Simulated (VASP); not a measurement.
# Sb2Se3 (R-3m) in VASP: single point with PBE

Aim: the single point of Sb2Se3 with PBE.

Everything below comes from runs of VASP 6.6.1. Logs are shortened: lines on timing, memory, paths and dates and some standing lists are left out, and cuts for length are marked.

### 1 The cell of the first run

Symmetry: R-3m, No. 166, trigonal system. Conventional cell: a = 4.106 Å, b = 4.106 Å, c = 29.398 Å, α = 90.00°, β = 90.00°, γ = 120.00°. Sb (site symmetry 3m) has 6 Se at 2.82 to 3.01 Å within 3.7 Å. Se (site symmetry 3m) has 3 Sb at 2.82 Å within 3.7 Å. Se (site symmetry -3m) has 6 Sb at 3.01 Å and 12 Se at 4.11 to 4.13 Å within 4.2 Å.

### 2 Single point, PBE

File INCAR:

```
PREC = Accurate
ENCUT = 500
EDIFF = 1E-6
ISMEAR = 0
SIGMA = 0.1
LREAL = F
LASPH = T
NELM = 120
ALGO = Normal
ISIF = 2
LWAVE = F
LCHARG = F
GGA = PE
NBANDS = 22
GGA_COMPAT = F
```

File KPOINTS:

```
Automatic mesh
0
Gamma
  6 6 6
```

File POSCAR:

```
Sb2Se3
1.0
    2.0532224461      1.1854285320      9.7994148520
   -2.0532224461      1.1854285320      9.7994148520
    0.0000000000     -2.3708570639      9.7994148520
Sb Se
2 3
Direct
    0.3964362112      0.3964362112      0.3964362112
    0.6035637888      0.6035637888      0.6035637888
    0.7816220803      0.7816220803      0.7816220803
    0.2183779197      0.2183779197      0.2183779197
    0.0000000000      0.0000000000      0.0000000000
```

Potentials or basis: VASP PAW PBE potentials, release 64 (Sb, Se).

On the command line:

```sh
$ cat potpaw_PBE.64/Sb/POTCAR potpaw_PBE.64/Se/POTCAR > POTCAR
$ mpirun -np 1 vasp_std > vasp.out
```

OUTCAR:

```text
PREC = Accurate
   ENCUT = 500
   EDIFF = 1E-6
   ISMEAR = 0
   LREAL = F
   LASPH = T
   NELM = 120
   ISIF = 2
   GGA = PE

 ion  position               nearest neighbor table
   1  0.396  0.396  0.396-   3 2.82   3 2.82   3 2.82   5 3.01   5 3.01   5 3.01
   2  0.604  0.604  0.604-   4 2.82   4 2.82   4 2.82   5 3.01   5 3.01   5 3.01
   3  0.782  0.782  0.782-   1 2.82   1 2.82   1 2.82
   4  0.218  0.218  0.218-   2 2.82   2 2.82   2 2.82
   5  0.000  0.000  0.000-   2 3.01   2 3.01   1 3.01   1 3.01   2 3.01   1 3.01

  LATTYP: Found a trigonal (rhomboedric) cell.
 ALAT       =    10.0821374053
 COS(alpha) =     0.9170537458

  Lattice vectors:

 A1 = (   2.0532224461,   1.1854285320,   9.7994148520)
 A2 = (  -2.0532224461,   1.1854285320,   9.7994148520)
 A3 = (   0.0000000000,  -2.3708570639,   9.7994148520)

Analysis of symmetry for initial positions (statically):
=====================================================================
 Subroutine PRICEL returns:
 Original cell was already a primitive cell.

 Routine SETGRP: Setting up the symmetry group for a
 trigonal (rhombohedral) supercell.

 Subroutine GETGRP returns: Found 12 space group operations
 (whereof 12 operations were pure point group operations)
 out of a pool of 12 trial point group operations.

The static configuration has the point symmetry D_3d.

Analysis of symmetry for dynamics (positions and initial velocities):
=====================================================================
 Subroutine PRICEL returns:
 Original cell was already a primitive cell.

 Routine SETGRP: Setting up the symmetry group for a
 trigonal (rhombohedral) supercell.

 Subroutine GETGRP returns: Found 12 space group operations
 (whereof 12 operations were pure point group operations)
 out of a pool of 12 trial point group operations.

The dynamic configuration has the point symmetry D_3d.

 Subroutine INISYM returns: Found 12 space group operations
 (whereof 12 operations are pure point group operations),
 and found     1 'primitive' translations

----------------------------------------------------------------------------------------

                                     Primitive cell

  volume of cell :     143.1076

  direct lattice vectors                    reciprocal lattice vectors
     2.053222446  1.185428532  9.799414852     0.243519644  0.140596132  0.034015636
    -2.053222446  1.185428532  9.799414852    -0.243519644  0.140596132  0.034015636
     0.000000000 -2.370857064  9.799414852     0.000000000 -0.281192265  0.034015636

  length of vectors
    10.082137405 10.082137405 10.082137405     0.283242216  0.283242216  0.283242216

  position of ions in fractional coordinates (direct lattice)
     0.396436211  0.396436211  0.396436211
     0.603563789  0.603563789  0.603563789
     0.781622080  0.781622080  0.781622080
     0.218377920  0.218377920  0.218377920
     0.000000000  0.000000000  0.000000000

  ion indices of the primitive-cell ions
   primitive index   ion index
                 1           1
                 2           2
                 3           3
                 4           4
                 5           5

----------------------------------------------------------------------------------------

 KPOINTS: Automatic mesh

Automatic generation of k-mesh.
 Grid dimensions read from file:
 generate k-points for:    6    6    6

 Generating k-lattice:

  Cartesian coordinates                     Fractional coordinates (reciprocal lattice)
     0.040586607  0.023432689  0.005669273     0.166666667  0.000000000  0.000000000
    -0.040586607  0.023432689  0.005669273     0.000000000  0.166666667  0.000000000
     0.000000000 -0.046865377  0.005669273     0.000000000  0.000000000  0.166666667

  Length of vectors
     0.047207036  0.047207036  0.047207036

  Shift w.r.t. Gamma in fractional coordinates (k-lattice)
     0.000000000  0.000000000  0.000000000

 Subroutine IBZKPT returns following result:
 ===========================================

 Found     32 irreducible k-points:

 Following reciprocal coordinates:
            Coordinates               Weight
  0.000000  0.000000  0.000000      1.000000
  0.166667  0.000000 -0.000000      6.000000
  0.333333  0.000000 -0.000000      6.000000
  0.500000 -0.000000  0.000000      3.000000
  0.166667  0.166667 -0.000000      6.000000
  0.333333  0.166667  0.000000     12.000000
[... 16 lines left out ...]
  0.500000  0.500000  0.166667      6.000000
 -0.333333  0.500000  0.166667     12.000000
 [... further k-points ...]
   k-points           NKPTS =     32   k-points in BZ     NKDIM =     32   number of bands    NBANDS=     22
   number of dos      NEDOS =    301   number of ions     NIONS =      5
   total plane-waves  NPLWV = 512000
   dimension x,y,z NGX =    80 NGY =   80 NGZ =   80
   dimension x,y,z NGXF=   160 NGYF=  160 NGZF=  160
   ions per type =               2   3
   NGX,Y,Z   is equivalent  to a cutoff of  13.19, 13.19, 13.19 a.u.
   NGXF,Y,Z  is equivalent  to a cutoff of  26.38, 26.38, 26.38 a.u.
 SYSTEM =  unknown system
   PREC   = accura    normal or accurate (medium, high low for compatibility)
   ISTART =      0    job   : 0-new  1-cont  2-samecut
   ICHARG =      2    charge: 1-file 2-atom 10-const
   ISPIN  =      1    spin polarized calculation?
   LNONCOLLINEAR =      F non collinear calculations
   LSORBIT =      F    spin-orbit coupling
   LASPH  =      T    aspherical Exc in radial PAW
   ENCUT  =  500.0 eV  36.75 Ry    6.06 a.u.  18.38 18.38 18.38*2*pi/ulx,y,z
   NELM   =    120;   NELMIN=  2; NELMDL= -5     # of ELM steps
   EDIFF  = 0.1E-05   stopping-criterion for ELM
   LREAL  =      F    real-space projection
   EDIFFG = 0.1E-04   stopping-criterion for IOM
   NSW    =      0    number of steps for IOM
   IBRION =     -1    ionic relax: 0-MD 1-quasi-New 2-CG
   NFREE  =      0    steps in history (QN), initial steepest desc. (CG)
   ISIF   =      2    stress and relaxation
   ISYM   =      2    0-nonsym 1-usesym 2-fastsym
   POTIM  = 0.5000    time-step for ionic-motion
   TEBEG  =    0.0;   TEEND  =   0.0 temperature during run
   PSTRESS=    0.0 pullay stress
   NELECT =      28.0000    total number of electrons
   NUPDOWN=      -1.0000    fix difference up-down
   EMIN   =  10.00;   EMAX   =-10.00  energy-range for DOS
   EFERMI =   0.00;   METHOD = LEGACY
   ISMEAR =     0;   SIGMA  =   0.10  broadening in eV -4-tet -1-fermi 0-gaus
   EFERMI_NEDOS =   21; number of points for ismear=-14 and -15
   IALGO  =     38    algorithm
   IMIX   =      4    mixing-type and parameters
     AMIX     =   0.40;   BMIX     =  1.00
     AMIX_MAG =   1.60;   BMIX_MAG =  1.00
  volume/ion in A,a.u.               =      28.62       193.15
  Fermi-wavevector in a.u.,A,eV,Ry     =   0.950400  1.795996 12.289609  0.903261
  Thomas-Fermi vector in A             =   2.078774
   LORBIT       =      0    0 simple, 1 ext, 2 COOP (PROOUT), +10 PAW based schemes
   GGA     = PE    functional components
   LHFCALC =     F    Hartree Fock is set to
   AEXX    =    0.0000 exact exchange contribution
   IVDW    =     0    specifies the selected vdW correction
   LEPSILON=     F    determine dielectric tensor
   LRPA    =     F    only Hartree local field effects (RPA)
 non-spin polarized calculation
 Gauss-broadening in eV      SIGMA  =   0.10
  energy-cutoff  :      500.00
  volume of cell :      143.11
 maximum number of plane-waves:      3684
 NGX is ok and might be reduce to    80
   NGX = 37   NGY = 37   NGZ = 37

 number of electron      28.0000001 magnetization

 Free energy of the ion-electron system (eV)
  ---------------------------------------------------
  ext. energy  EPLUGINS =         0.00000000
  ---------------------------------------------------
  free energy    TOTEN  =       -20.10027612 eV

  energy without entropy =      -20.09965419  energy(sigma->0) =      -20.09996515

 E-fermi :   4.4106     XC(G=0):  -9.0923

 val. band max:        4.3361874462   @ k =   0.0000   0.0000   0.0000
 cond. band min:       4.4517743882   @ k =   0.0000   0.0000   0.0000
 fundamental gap:      0.1155869420
 Fermi energy:         4.4105930700

 k-point     1 :       0.0000    0.0000    0.0000
  band No.  band energies     occupation
      1      -9.7368      2.00000
      2      -9.0836      2.00000
      3      -8.4497      2.00000
      4      -4.1622      2.00000
      5      -2.9985      2.00000
      6       2.3528      2.00000
[... 14 lines left out ...]
     21      10.1087      0.00000
     22      10.8917      0.00000

 k-point     2 :       0.1667    0.0000   -0.0000
  band No.  band energies     occupation
      1      -9.5098      2.00000
      2      -8.9017      2.00000
      3      -8.3334      2.00000
      4      -4.2331      2.00000
      5      -3.3380      2.00000
      6       0.8813      2.00000
[... 14 lines left out ...]
     21       9.4292      0.00000
     22      10.3440      0.00000

 k-point     3 :       0.3333    0.0000   -0.0000
  band No.  band energies     occupation
      1      -8.9052      2.00000
      2      -8.4750      2.00000
      3      -8.1123      2.00000
      4      -4.6563      2.00000
      5      -4.1159      2.00000
      6      -0.5699      2.00000
[... 14 lines left out ...]
     21       8.7943      0.00000
     22      10.7984      0.00000
[... 476 lines left out ...]
 k-point    23 :       0.5000    0.5000    0.1667
  band No.  band energies     occupation
      1      -8.8633      2.00000
      2      -8.5692      2.00000
      3      -8.0580      2.00000
      4      -4.6089      2.00000
      5      -4.1724      2.00000
      6      -0.6010      2.00000
[... 14 lines left out ...]
     21       8.6296      0.00000
     22      10.5219      0.00000

 k-point    24 :      -0.3333    0.5000    0.1667
  band No.  band energies     occupation
      1      -8.4216      2.00000
      2      -8.2726      2.00000
      3      -8.0193      2.00000
      4      -4.9088      2.00000
      5      -4.6312      2.00000
      6      -0.6879      2.00000
[... 14 lines left out ...]
     21       9.1605      0.00000
     22      10.6425      0.00000

 [... further k-points ...]

------------------------ aborting loop because EDIFF is reached ----------------------------------------

  FORCE on cell =-STRESS in cart. coord.  units (eV):
  Direction    XX          YY          ZZ          XY          YZ          ZX
  --------------------------------------------------------------------------------------
  -------------------------------------------------------------------------------------
  Total       -0.2609806     -0.2609806      0.8157037      0.0000000      0.0000000      0.0000000
  in kB       -2.9218370     -2.9218370      9.1323020      0.0000000      0.0000000      0.0000000
  external PRESSURE =       1.0962093 kB  Pullay stress =       0.0000000 kB

 VOLUME and BASIS-vectors are now :
 -----------------------------------------------------------------------------
  energy-cutoff  :      500.00
  volume of cell :      143.11
      direct lattice vectors                 reciprocal lattice vectors
     2.053222446  1.185428532  9.799414852     0.243519644  0.140596132  0.034015636
    -2.053222446  1.185428532  9.799414852    -0.243519644  0.140596132  0.034015636
     0.000000000 -2.370857064  9.799414852     0.000000000 -0.281192265  0.034015636

 POSITION                                       TOTAL-FORCE (eV/Angst)
 -----------------------------------------------------------------------------------
      0.00000      0.00000     11.65453         0.000000     -0.000000     -0.060891
      0.00000      0.00000     17.74372         0.000000      0.000000      0.060891
      0.00000      0.00000     22.97832         0.000000      0.000000      0.120123
      0.00000      0.00000      6.41993         0.000000     -0.000000     -0.120123
      0.00000      0.00000      0.00000         0.000000     -0.000000     -0.000000
 -----------------------------------------------------------------------------------
    total drift:                                0.000000      0.000000     -0.000000

  FREE ENERGIE OF THE ION-ELECTRON SYSTEM (eV)
  ---------------------------------------------------
  free  energy   TOTEN  =       -20.1002761200 eV

  energy  without entropy=      -20.0996541882  energy(sigma->0) =      -20.09996515
```

Run time: 6.2 min. Hardware: 1 thread of Intel Xeon 6975P-C (Granite Rapids), shared host; peak memory 0.92 GiB.

What came out:

```yaml
Free_energy: -20.1003 eV
Pressure: 0.1 GPa
Largest_force: 0.120 eV/Å
Band_gap_on_the_k_mesh: 0.12 eV
```

Forces on the atoms (eV/Å):
```
Sb   0.000  0.000 -0.061
Sb   0.000  0.000  0.061
Se   0.000  0.000  0.120
Se   0.000  0.000 -0.120
Se   0.000  0.000  0.000
```

Levels at points of the mesh, in eV from the valence-band top:
| k point | band 11 | band 12 | band 13 | band 14 | band 15 | band 16 | band 17 | band 18 |
| --- | --- | --- | --- | --- | --- | --- | --- | --- |
| (0.00, 0.00, 0.00) | -1.81 | -1.39 | -1.39 | 0.00 | 0.12 | 1.19 | 1.19 | 2.09 |
| (0.50, 0.00, 0.00) | -2.67 | -1.83 | -1.42 | -0.47 | 0.85 | 1.90 | 2.89 | 3.03 |
| (0.50, 0.50, 0.00) | -2.01 | -1.71 | -1.62 | -0.77 | 1.29 | 1.93 | 2.27 | 3.04 |
| (0.50, 0.50, 0.50) | -1.47 | -1.47 | -1.05 | -0.52 | 0.43 | 1.34 | 1.34 | 2.08 |

Caveat: spin-orbit coupling is left out, which moves the levels of the heavy elements. A k mesh can miss the band edges.
